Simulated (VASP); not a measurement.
C:

```
C
1.0
     2.52210    0.00000    0.00000
    -1.26105    2.18420    0.00000
     0.00000    0.00000    8.23710
C
8
Direct
  0.66667 0.33333 0.84375
  0.33333 0.66667 0.34375
  0.66667 0.33333 0.65625
  0.33333 0.66667 0.15625
  0.00000 0.00000 0.90625
  0.00000 0.00000 0.40625
  0.00000 0.00000 0.59375
  0.00000 0.00000 0.09375
```

- Program: VASP 6.6.1
- Task: relaxation of cell and atoms
- Functional: pbesol exchange, pbe correlation
- Potentials or basis: VASP PAW PBE potentials, release 64 (C)
- Cutoff: 600 eV
- k mesh: 12 × 12 × 4
- Occupations: fermi-dirac, width 0.15 eV
- Spin: collinear spin
- Starting moments: [0.58, 0.24, -0.16, 0.37, -0.27, -0.46, 0.56, -0.33] μB

At the start: pressure -5.5 GPa; volume 5.67 Å³/atom.

Q: Where does the relaxation end?

A: Over 6 steps the energy falls by 3.7 meV/atom and the volume is 5.60 Å³/atom (-1.3 %); space group P6_3/mmc (No. 194, to 0.1 Å) before and after; moment 0.00 μB per cell.

Step by step:
```csv
step,energy change (eV),largest force (eV/Å),pressure (GPa),volume (Å³)
1,0.0000,0.3288,-5.47,45.38
2,0.0223,0.5517,7.70,44.11
3,-0.0292,0.0664,-0.19,44.83
4,-0.0292,0.0741,-0.08,44.82
5,-0.0290,0.0851,0.33,44.78
6,-0.0294,0.0193,0.10,44.80
```

Final structure:
```
C
1.0
     2.50305    0.00000    0.00000
    -1.25152    2.16770    0.00000
     0.00000    0.00000    8.25699
C
8
Direct
  0.66667 0.33333 0.84444
  0.33333 0.66667 0.34444
  0.66667 0.33333 0.65556
  0.33333 0.66667 0.15556
  0.00000 0.00000 0.90708
  0.00000 0.00000 0.40708
  0.00000 0.00000 0.59292
  0.00000 0.00000 0.09292
```

Caveat: the PAW data sets were made with another functional, which shifts forces and pressure a little.
